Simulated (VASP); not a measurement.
# SnSe (Cm) in VASP: single point with r2SCAN

Aim: the single point of SnSe with r2SCAN.

All numbers are computed with VASP 6.6.1; they aren't measurements. Logs are shortened: lines on timing, memory, paths and dates and some standing lists are left out, and cuts for length are marked.

## 1. The cell of the first run

The structure is monoclinic, space group Cm (No. 8). The conventional cell has a = 7.373 Å, b = 4.257 Å, c = 4.257 Å, α = 90.00°, β = 125.26°, γ = 90.00°. Sn (site symmetry m) has 6 Se at 2.81 to 3.21 Å within 3.7 Å. Se (site symmetry m) has 6 Sn at 2.81 to 3.21 Å within 3.7 Å.

## 2. Single point, r2SCAN (atom 1 (Sn) moved by (-0.100, -0.200) A along [1 1 0] and z)

Contents of POSCAR:

```
SnSe
1.0
    0.0000000000      3.0100000000      3.0100000000
    3.0100000000      0.0000000000      3.0100000000
    3.0100000000      3.0100000000      0.0000000000
Sn Se
1 1
Direct
   -0.0332225914     -0.0332225914      0.0097306717
    0.5000000000      0.5000000000      0.5000000000
```

Contents of INCAR.step1:

```
ALGO     = Normal         # electronic algorithm
EDIFF    = 1E-4           # SCF threshold, eV
ENCUT    = 520            # plane-wave cutoff, eV
GGA      = PE             # functional
ISMEAR   = 0              # smearing method
LASPH    = True           # aspherical terms in the spheres
LCHARG   = False          # write CHGCAR
LREAL    = False          # projectors in reciprocal space
LWAVE    = True           # write WAVECAR
NBANDS   = 17             # bands
NELM     = 80             # most SCF steps
PREC     = Accurate       # precision mode
SIGMA    = 0.05           # smearing width, eV
```

Contents of INCAR.step2:

```
ALGO     = Normal         # electronic algorithm
EDIFF    = 1E-6           # SCF threshold, eV
ENCUT    = 520            # plane-wave cutoff, eV
ISIF     = 2              # what is computed and relaxed
ISMEAR   = 0              # smearing method
ISTART   = 1            
LASPH    = True           # aspherical terms in the spheres
LCHARG   = False          # write CHGCAR
LMIXTAU  = True         
LREAL    = False          # projectors in reciprocal space
LWAVE    = False          # write WAVECAR
METAGGA  = R2SCAN         # meta-GGA
NBANDS   = 17             # bands
NELM     = 80             # most SCF steps
PREC     = Accurate       # precision mode
SIGMA    = 0.05           # smearing width, eV
```

Contents of KPOINTS:

```
k-points
0
Gamma
  10 10 10
```

Potentials or basis: VASP PAW PBE potentials, release 64 (Sn_d, Se).

Run with:

```console
cat potpaw_PBE.64/Sn_d/POTCAR potpaw_PBE.64/Se/POTCAR > POTCAR
cp INCAR.step1 INCAR
mpirun -np 1 vasp_std > vasp.out
cp INCAR.step2 INCAR
mpirun -np 1 vasp_std > vasp.out
```

OUTCAR:

```text
EDIFF = 1E-6
   ENCUT = 520
   ISIF = 2
   ISMEAR = 0
   ISTART = 1
   LASPH = True
   LREAL = False
   METAGGA = R2SCAN
   NELM = 80
   PREC = Accurate

 ion  position               nearest neighbor table
   1  0.967  0.967  0.010-   2 2.81   2 2.95   2 2.95   2 3.09   2 3.09   2 3.21
   2  0.500  0.500  0.500-   1 2.81   1 2.95   1 2.95   1 3.09   1 3.09   1 3.21

  LATTYP: Found a face centered cubic cell.
 ALAT       =     6.0200000000

  Lattice vectors:

 A1 = (   0.0000000000,   3.0100000000,   3.0100000000)
 A2 = (   3.0100000000,   0.0000000000,   3.0100000000)
 A3 = (   3.0100000000,   3.0100000000,   0.0000000000)

Analysis of symmetry for initial positions (statically):
=====================================================================
 Subroutine PRICEL returns:
 Original cell was already a primitive cell.

 Routine SETGRP: Setting up the symmetry group for a
 face centered cubic supercell.

 Subroutine GETGRP returns: Found  2 space group operations
 (whereof  2 operations were pure point group operations)
 out of a pool of 48 trial point group operations.

The static configuration has the point symmetry C_1h.

Analysis of symmetry for dynamics (positions and initial velocities):
=====================================================================
 Subroutine PRICEL returns:
 Original cell was already a primitive cell.

 Routine SETGRP: Setting up the symmetry group for a
 face centered cubic supercell.

 Subroutine GETGRP returns: Found  2 space group operations
 (whereof  2 operations were pure point group operations)
 out of a pool of 48 trial point group operations.

The dynamic configuration has the point symmetry C_1h.

 Subroutine INISYM returns: Found  2 space group operations
 (whereof  2 operations are pure point group operations),
 and found     1 'primitive' translations

----------------------------------------------------------------------------------------

                                     Primitive cell

  volume of cell :      54.5418

  direct lattice vectors                    reciprocal lattice vectors
     0.000000000  3.010000000  3.010000000    -0.166112957  0.166112957  0.166112957
     3.010000000  0.000000000  3.010000000     0.166112957 -0.166112957  0.166112957
     3.010000000  3.010000000  0.000000000     0.166112957  0.166112957 -0.166112957

  length of vectors
     4.256782823  4.256782823  4.256782823     0.287716081  0.287716081  0.287716081

  position of ions in fractional coordinates (direct lattice)
     0.966777409  0.966777409  0.009730672
     0.500000000  0.500000000  0.500000000

  ion indices of the primitive-cell ions
   primitive index   ion index
                 1           1
                 2           2

----------------------------------------------------------------------------------------

 KPOINTS: k-points

Automatic generation of k-mesh.
 Grid dimensions read from file:
 generate k-points for:   10   10   10

 Generating k-lattice:

  Cartesian coordinates                     Fractional coordinates (reciprocal lattice)
    -0.016611296  0.016611296  0.016611296     0.100000000  0.000000000  0.000000000
     0.016611296 -0.016611296  0.016611296     0.000000000  0.100000000  0.000000000
     0.016611296  0.016611296 -0.016611296     0.000000000  0.000000000  0.100000000

  Length of vectors
     0.028771608  0.028771608  0.028771608

  Shift w.r.t. Gamma in fractional coordinates (k-lattice)
     0.000000000  0.000000000  0.000000000

 Subroutine IBZKPT returns following result:
 ===========================================

 Found    282 irreducible k-points:

 Following reciprocal coordinates:
            Coordinates               Weight
  0.000000  0.000000  0.000000      1.000000
  0.100000  0.000000  0.000000      4.000000
  0.000000  0.000000  0.100000      2.000000
  0.100000  0.100000  0.100000      2.000000
  0.200000  0.000000  0.000000      4.000000
  0.000000  0.000000  0.200000      2.000000
[... 16 lines left out ...]
  0.200000  0.100000  0.200000      4.000000
  0.100000 -0.100000 -0.100000      4.000000
 [... further k-points ...]
   k-points           NKPTS =    282   k-points in BZ     NKDIM =    282   number of bands    NBANDS=     17
   number of dos      NEDOS =    301   number of ions     NIONS =      2
   total plane-waves  NPLWV =  32768
   dimension x,y,z NGX =    32 NGY =   32 NGZ =   32
   dimension x,y,z NGXF=    64 NGYF=   64 NGZF=   64
   ions per type =               1   1
   NGX,Y,Z   is equivalent  to a cutoff of  12.50, 12.50, 12.50 a.u.
   NGXF,Y,Z  is equivalent  to a cutoff of  24.99, 24.99, 24.99 a.u.
 SYSTEM =  unknown system
   PREC   = accura    normal or accurate (medium, high low for compatibility)
   ISTART =      1    job   : 0-new  1-cont  2-samecut
   ICHARG =      0    charge: 1-file 2-atom 10-const
   ISPIN  =      1    spin polarized calculation?
   LNONCOLLINEAR =      F non collinear calculations
   LSORBIT =      F    spin-orbit coupling
   LASPH  =      T    aspherical Exc in radial PAW
   ENCUT  =  520.0 eV  38.22 Ry    6.18 a.u.   7.91  7.91  7.91*2*pi/ulx,y,z
   NELM   =     80;   NELMIN=  2; NELMDL=  0     # of ELM steps
   EDIFF  = 0.1E-05   stopping-criterion for ELM
   LREAL  =      F    real-space projection
   EDIFFG = 0.1E-04   stopping-criterion for IOM
   NSW    =      0    number of steps for IOM
   IBRION =     -1    ionic relax: 0-MD 1-quasi-New 2-CG
   NFREE  =      0    steps in history (QN), initial steepest desc. (CG)
   ISIF   =      2    stress and relaxation
   ISYM   =      2    0-nonsym 1-usesym 2-fastsym
   POTIM  = 0.5000    time-step for ionic-motion
   TEBEG  =    0.0;   TEEND  =   0.0 temperature during run
   PSTRESS=    0.0 pullay stress
   NELECT =      20.0000    total number of electrons
   NUPDOWN=      -1.0000    fix difference up-down
   EMIN   =  10.00;   EMAX   =-10.00  energy-range for DOS
   EFERMI =   0.00;   METHOD = LEGACY
   ISMEAR =     0;   SIGMA  =   0.05  broadening in eV -4-tet -1-fermi 0-gaus
   EFERMI_NEDOS =   21; number of points for ismear=-14 and -15
   IALGO  =     38    algorithm
   IMIX   =      4    mixing-type and parameters
     AMIX     =   0.40;   BMIX     =  1.00
     AMIX_MAG =   1.60;   BMIX_MAG =  1.00
  volume/ion in A,a.u.               =      27.27       184.03
  Fermi-wavevector in a.u.,A,eV,Ry     =   1.171768  2.214321 18.681350  1.373040
  Thomas-Fermi vector in A             =   2.308207
   LORBIT       =      0    0 simple, 1 ext, 2 COOP (PROOUT), +10 PAW based schemes
   METAGGA = R2SCAN    functional components
   LHFCALC =     F    Hartree Fock is set to
   AEXX    =    0.0000 exact exchange contribution
   IVDW    =     0    specifies the selected vdW correction
   LEPSILON=     F    determine dielectric tensor
   LRPA    =     F    only Hartree local field effects (RPA)
 non-spin polarized calculation
 Gauss-broadening in eV      SIGMA  =   0.05
  energy-cutoff  :      520.00
  volume of cell :       54.54
 maximum number of plane-waves:      1479
   NGX = 15   NGY = 15   NGZ = 15

 number of electron      19.9999999 magnetization

 Free energy of the ion-electron system (eV)
  ---------------------------------------------------
  ext. energy  EPLUGINS =         0.00000000
  ---------------------------------------------------
  free energy    TOTEN  =       -39.87512832 eV

  energy without entropy =      -39.87512832  energy(sigma->0) =      -39.87512832

 E-fermi :   5.9499     XC(G=0): -10.1739

 val. band max:        5.7441494183   @ k =   0.0000   0.0000   0.5000
 cond. band min:       6.1387192775   @ k =   0.0000   0.0000   0.5000
 fundamental gap:      0.3945698592
 Fermi energy:         5.9498805145

 k-point     1 :       0.0000    0.0000    0.0000
  band No.  band energies     occupation
      1     -16.8023      2.00000
      2     -16.7995      2.00000
      3     -16.7964      2.00000
      4     -16.7904      2.00000
      5     -16.7900      2.00000
      6      -9.0743      2.00000
[... 9 lines left out ...]
     16      12.1759      0.00000
     17      14.0627      0.00000

 k-point     2 :       0.1000    0.0000    0.0000
  band No.  band energies     occupation
      1     -16.8028      2.00000
      2     -16.7987      2.00000
      3     -16.7971      2.00000
      4     -16.7898      2.00000
      5     -16.7890      2.00000
      6      -9.0006      2.00000
[... 9 lines left out ...]
     16      12.2464      0.00000
     17      14.8169      0.00000

 k-point     3 :       0.0000    0.0000    0.1000
  band No.  band energies     occupation
      1     -16.8026      2.00000
      2     -16.7994      2.00000
      3     -16.7964      2.00000
      4     -16.7896      2.00000
      5     -16.7895      2.00000
      6      -8.9999      2.00000
[... 9 lines left out ...]
     16      12.2179      0.00000
     17      14.8321      0.00000

 k-point     4 :       0.1000    0.1000    0.1000
  band No.  band energies     occupation
      1     -16.8029      2.00000
      2     -16.7993      2.00000
      3     -16.7965      2.00000
      4     -16.7894      2.00000
      5     -16.7893      2.00000
      6      -9.0022      2.00000
[... 9 lines left out ...]
     16      12.1636      0.00000
     17      14.8160      0.00000

 k-point     5 :       0.2000    0.0000    0.0000
  band No.  band energies     occupation
      1     -16.8047      2.00000
      2     -16.7997      2.00000
      3     -16.7962      2.00000
      4     -16.7881      2.00000
      5     -16.7861      2.00000
      6      -8.7936      2.00000
[... 9 lines left out ...]
     16      12.7246      0.00000
     17      16.4002      0.00000

 k-point     6 :       0.0000    0.0000    0.2000
  band No.  band energies     occupation
      1     -16.8039      2.00000
      2     -16.8011      2.00000
      3     -16.7952      2.00000
      4     -16.7877      2.00000
      5     -16.7870      2.00000
      6      -8.7906      2.00000
[... 9 lines left out ...]
     16      12.7042      0.00000
     17      16.3944      0.00000
[... 281 lines left out ...]
 k-point    21 :       0.1000    0.0000    0.2000
  band No.  band energies     occupation
      1     -16.8061      2.00000
      2     -16.7984      2.00000
      3     -16.7940      2.00000
      4     -16.7905      2.00000
      5     -16.7862      2.00000
      6      -8.8128      2.00000
[... 9 lines left out ...]
     16      13.1950      0.00000
     17      15.1740      0.00000

 k-point    22 :       0.1000    0.1000   -0.1000
  band No.  band energies     occupation
      1     -16.8022      2.00000
      2     -16.8012      2.00000
      3     -16.7992      2.00000
      4     -16.7864      2.00000
      5     -16.7863      2.00000
      6      -8.8092      2.00000
[... 9 lines left out ...]
     16      13.1675      0.00000
     17      15.1625      0.00000

 k-point    23 :       0.2000    0.1000    0.2000
  band No.  band energies     occupation
      1     -16.8064      2.00000
      2     -16.7985      2.00000
      3     -16.7941      2.00000
      4     -16.7904      2.00000
      5     -16.7858      2.00000
      6      -8.8173      2.00000
[... 9 lines left out ...]
     16      13.1810      0.00000
     17      15.1698      0.00000

 k-point    24 :       0.1000   -0.1000   -0.1000
  band No.  band energies     occupation
      1     -16.8064      2.00000
      2     -16.7973      2.00000
      3     -16.7951      2.00000
      4     -16.7904      2.00000
      5     -16.7861      2.00000
      6      -8.8129      2.00000
[... 9 lines left out ...]
     16      13.1325      0.00000
     17      15.2061      0.00000

 [... further k-points ...]

------------------------ aborting loop because EDIFF is reached ----------------------------------------

  FORCE on cell =-STRESS in cart. coord.  units (eV):
  Direction    XX          YY          ZZ          XY          YZ          ZX
  --------------------------------------------------------------------------------------
  -------------------------------------------------------------------------------------
  Total        0.1511192      0.1511192      0.4591537      0.0275486      0.0774896      0.0774895
  in kB        4.4391606      4.4391606     13.4877388      0.8092474      2.2762732      2.2762722
  external PRESSURE =       7.4553533 kB  Pullay stress =       0.0000000 kB

 VOLUME and BASIS-vectors are now :
 -----------------------------------------------------------------------------
  energy-cutoff  :      520.00
  volume of cell :       54.54
      direct lattice vectors                 reciprocal lattice vectors
     0.000000000  3.010000000  3.010000000    -0.166112957  0.166112957  0.166112957
     3.010000000  0.000000000  3.010000000     0.166112957 -0.166112957  0.166112957
     3.010000000  3.010000000  0.000000000     0.166112957  0.166112957 -0.166112957

 POSITION                                       TOTAL-FORCE (eV/Angst)
 -----------------------------------------------------------------------------------
      2.93929      2.93929      5.82000         0.014784      0.014784      0.069498
      3.01000      3.01000      3.01000        -0.014784     -0.014784     -0.069498
 -----------------------------------------------------------------------------------
    total drift:                                0.000066      0.000066      0.000310

  FREE ENERGIE OF THE ION-ELECTRON SYSTEM (eV)
  ---------------------------------------------------
  free  energy   TOTEN  =       -39.8751283226 eV

  energy  without entropy=      -39.8751283225  energy(sigma->0) =      -39.87512832
```

It took 11 min on 1 thread of AMD EPYC 7R13 (Zen 3), shared host; peak memory 0.36 GiB.

What came out:

| Item | Value |
| --- | --- |
| Free energy | -39.8751 eV |
| Pressure | 0.7 GPa |
| Largest force | 0.073 eV/Å |
| Band gap on the k mesh | 0.39 eV, direct |

Forces on the atoms (eV/Å):
```
Sn   0.015  0.015  0.069
Se  -0.015 -0.015 -0.069
```

Caveat: the cell differs from its parent crystal (atom 1 (Sn) moved by (-0.100, -0.200) A along [1 1 0] and z); the PAW data sets were made with another functional, which shifts forces and pressure a little; spin-orbit coupling is left out, which moves the levels of the heavy elements.
